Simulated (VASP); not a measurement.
Write the native input for VASP 6.6.1 that does the following.

- Task: single point
- Functional: PBE
- Potentials or basis: VASP PAW PBE potentials, release 64 (Ti_sv, H, Br)
- Cutoff: 520 eV
- k mesh: 6 × 6 × 4
- Occupations: gaussian, width 0.1 eV
- Spin: no spin polarisation
- Dipole correction: no
- Further INCAR settings: ALGO = Normal; EDIFF = 1e-06; NBANDS = 19

The structure of TiH3Br lies in POSCAR:

```
TiH3Br
1.0
    3.3287957040      0.0000000000      0.0000000000
    0.0000000000      3.3287957040      0.0000000000
    0.0000000000      0.0000000000      5.5650062472
Ti H Br
1 3 1
Direct
    0.5000000000      0.5000000000      0.7169083253
    0.0000000000      0.5000000000      0.5441993292
    0.5000000000      0.0000000000      0.5441993292
    0.5000000000      0.5000000000      0.0173905492
    0.0000000000      0.0000000000      0.9499024870
```

The cell was generated, and may not be a known phase.

One way to write it, as run:

INCAR

```
  PREC = Accurate
  ENCUT = 520
  EDIFF = 1E-6
  ISMEAR = 0
  SIGMA = 0.1
  LREAL = F
  LASPH = T
  NELM = 60
  ALGO = Normal
  ISIF = 2
  LWAVE = F
  LCHARG = F
  GGA = PE
  NBANDS = 19
```

KPOINTS

```
regular mesh
0
Gamma
  6 6 4
```

Potentials or basis: VASP PAW PBE potentials, release 64 (Ti_sv, H, Br).

Launch:

```sh
$ cat potpaw_PBE.64/Ti_sv/POTCAR potpaw_PBE.64/H/POTCAR potpaw_PBE.64/Br/POTCAR > POTCAR
$ mpirun -np 1 vasp_std > vasp.out
```

Results of the run:

```json
{
 "Pressure": "0.1 GPa",
 "Largest force": "0.037 eV/Å",
 "Band gap on the k mesh": "1.58 eV (least direct gap 1.67 eV)"
}
```

It took 31 s on 1 thread of Intel(R) Xeon(R) Platinum 8488C (Sapphire Rapids) (shared host), peak memory 0.19 GiB.
